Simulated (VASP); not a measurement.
Set up this calculation in VASP 6.6.1, as the native input.

```yaml
Task: single point
Functional: BLYP
Potentials_or_basis: VASP PAW PBE potentials, release 64 (V_sv)
Cutoff: 520 eV
k_mesh: 16 × 16 × 16
Occupations: fermi-dirac, width 0.1 eV
Spin: no spin polarisation
Dipole_correction: no
Further_INCAR_settings: ALGO = Normal; EDIFF = 1e-06; NBANDS = 12
```

The structure of V lies in POSCAR:

```
V
1.0
    0.0000000000      1.9015585519      1.9015585519
    1.9015585519      0.0000000000      1.9015585519
    1.9015585519      1.9015585519      0.0000000000
V
1
Direct
    0.0000000000      0.0000000000      0.0000000000
```

This cell differs from its parent crystal: volume scaled by 0.96.

These files were run (other wordings do the same):

INCAR

```
SYSTEM = V
  PREC = Accurate
  ENCUT = 520
  EDIFF = 1E-6
  ISMEAR = -1
  SIGMA = 0.1
  LREAL = .False.
  LASPH = .True.
  NELM = 100
  ALGO = Normal
  ISIF = 2
  LWAVE = .False.
  LCHARG = .False.
  GGA = B5
  ALDAX = 1.0
  AGGAX = 1.0
  AGGAC = 1.0
  ALDAC = 0.0
  NBANDS = 12
```

KPOINTS

```
regular mesh
0
Gamma
  16 16 16
  0 0 0
```

Potentials or basis: VASP PAW PBE potentials, release 64 (V_sv).

Run with:

```bash
$ cat potpaw_PBE.64/V_sv/POTCAR > POTCAR
$ mpirun -np 1 vasp_std > vasp.out
```

Results of the run:

```json
{
  "Pressure": "7.5 GPa"
}
```

Caveat: the PAW data sets were made with another functional, which shifts forces and pressure a little.

Run time: 9.2 s on 1 thread of Intel(R) Xeon(R) 6975P-C (Granite Rapids) (shared host), peak memory 0.14 GiB.
